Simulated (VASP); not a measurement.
**HfS4: density of states with PBE**

The system is HfS4.

```
Hf S
1.0
     4.62184    0.00000    0.00000
    -2.31092    4.00263    0.00000
     0.00000    0.00000    6.90057
Hf S
1 4
Direct
  0.00000 0.00000 0.50000
  0.00000 0.00000 0.85960
  0.00000 0.00000 0.14040
  0.33333 0.66667 0.50000
  0.66667 0.33333 0.50000
```

* Program: VASP 6.6.1
* Task: density of states
* Functional: PBE
* Potentials or basis: VASP PAW PBE potentials, release 64 (Hf_pv, S)
* Cutoff: 520 eV
* k mesh: 12 × 12 × 6
* Occupations: gaussian, width 0.1 eV
* Spin: no spin polarisation
* Dipole correction: no
* k mesh for the DOS: 18 × 18 × 9
* Occupations for the DOS: tetrahedron
* Further INCAR settings: ALGO = Normal; EDIFF = 1e-06

| Property | Result |
| --- | --- |
| Valence electrons inside the program's atomic spheres | Hf 8.22; S 3.69, 3.65 |

Levels at points of the mesh, in eV from the Fermi level:
```tsv
k point	band 13	band 14	band 15	band 16	band 17	band 18	band 19	band 20	band 21
(0.00, 0.00, 0.00)	-2.89	-1.05	-1.05	-0.39	-0.39	0.20	3.35	3.36	3.74
(0.50, 0.00, 0.00)	-3.20	-1.27	-1.21	-1.20	0.16	0.36	2.93	3.16	3.46
```

It took 5.6 min on 1 thread of AMD EPYC 9R45 96-Core Processor (Zen 5) (shared host), peak memory 0.54 GiB.

Caveat: spin-orbit coupling is left out, which moves the levels of the heavy elements.
